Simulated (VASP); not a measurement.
Wanted: the native input for a VASP 6.6.1 run.

| Item | Value |
| --- | --- |
| Task | single point |
| Functional | PBE |
| Potentials or basis | VASP PAW PBE potentials, release 64 (Au) |
| Cutoff | 520 eV |
| k mesh | 8 × 8 × 8 |
| Occupations | gaussian, width 0.1 eV |
| Spin | no spin polarisation |
| Dipole correction | no |
| Further INCAR settings | ALGO = Normal; EDIFF = 1e-06; NBANDS = 12 |

The structure of Au lies in POSCAR:

```
Au
1.0
    0.0000000000      2.0399988786      2.0399988786
    2.0399988786      0.0000000000      2.0399988786
    2.0399988786      2.0399988786      0.0000000000
Au
1
Direct
    0.0000000000      0.0000000000      0.0000000000
```

One way to write it, as run:

INCAR

```
PREC     = Accurate       # precision mode
ENCUT    = 520            # plane-wave cutoff, eV
EDIFF    = 1E-6           # SCF threshold, eV
ISMEAR   = 0              # smearing method
SIGMA    = 0.1            # smearing width, eV
LREAL    = F              # projectors in reciprocal space
LASPH    = T              # aspherical terms in the spheres
NELM     = 100            # most SCF steps
ALGO     = Normal         # electronic algorithm
ISIF     = 2              # what is computed and relaxed
LWAVE    = F              # write WAVECAR
LCHARG   = F              # write CHGCAR
GGA      = PE             # functional
NBANDS   = 12             # bands
```

KPOINTS

```
Automatic mesh
0
Gamma
  8 8 8
```

Potentials or basis: VASP PAW PBE potentials, release 64 (Au).

The run is started by

```bash
$ cat potpaw_PBE.64/Au/POTCAR > POTCAR
$ mpirun -np 1 vasp_std > vasp.out
```

It gave:

```
Pressure : 10.0 GPa
```

Run time: 5 s on 1 thread of Intel(R) Xeon(R) Platinum 8259CL CPU @ 2.50GHz (Skylake/Cascade Lake), on a shared host, peak memory 0.14 GiB.
